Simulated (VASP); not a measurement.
A run of VASP 6.6.1:

INCAR

```
SYSTEM = Li2ClF
PREC = Accurate ; ENCUT = 520
EDIFF = 1E-7 ; ISMEAR = 0
SIGMA = 0.01 ; LREAL = .FALSE.
LASPH = .TRUE. ; NELM = 60
ALGO = Normal ; ISIF = 2
LWAVE = .FALSE. ; LCHARG = .TRUE.
GGA = PE ; LELF = .TRUE.
LVHAR = .TRUE. ; NBANDS = 18
```

Contents of KPOINTS:

```
regular mesh
0
G
  4 4 4
  0 0 0
```

POSCAR

```
Li2ClF
1.0
    1.6159339641      0.9329599092      5.1745256383
   -1.6159339641      0.9329599092      5.1745256383
    0.0000000000     -1.8659198184      5.1745256383
F Cl Li
1 1 2
Direct
    1.0000000000      0.0000000000      0.0000000000
    0.5000000000      0.5000000000      0.5000000000
    0.2633593309      0.2633593309      0.2633593309
    0.7366406691      0.7366406691      0.7366406691
```

Potentials or basis: VASP PAW PBE potentials, release 64 (F, Cl, Li_sv).

Command:

```sh
$ cat potpaw_PBE.64/F/POTCAR potpaw_PBE.64/Cl/POTCAR potpaw_PBE.64/Li_sv/POTCAR > POTCAR
$ mpirun -np 1 vasp_std > vasp.out
```

Hardware: 1 thread of Intel(R) Xeon(R) Platinum 8259CL CPU @ 2.50GHz (Skylake/Cascade Lake), with other jobs on the host.

Estimate the wall time of this run.

Run time: 30 s on 1 thread of Intel(R) Xeon(R) Platinum 8259CL CPU @ 2.50GHz (Skylake/Cascade Lake), with other jobs on the host, peak memory 0.22 GiB. Counts: scf iterations 14, k points 13.
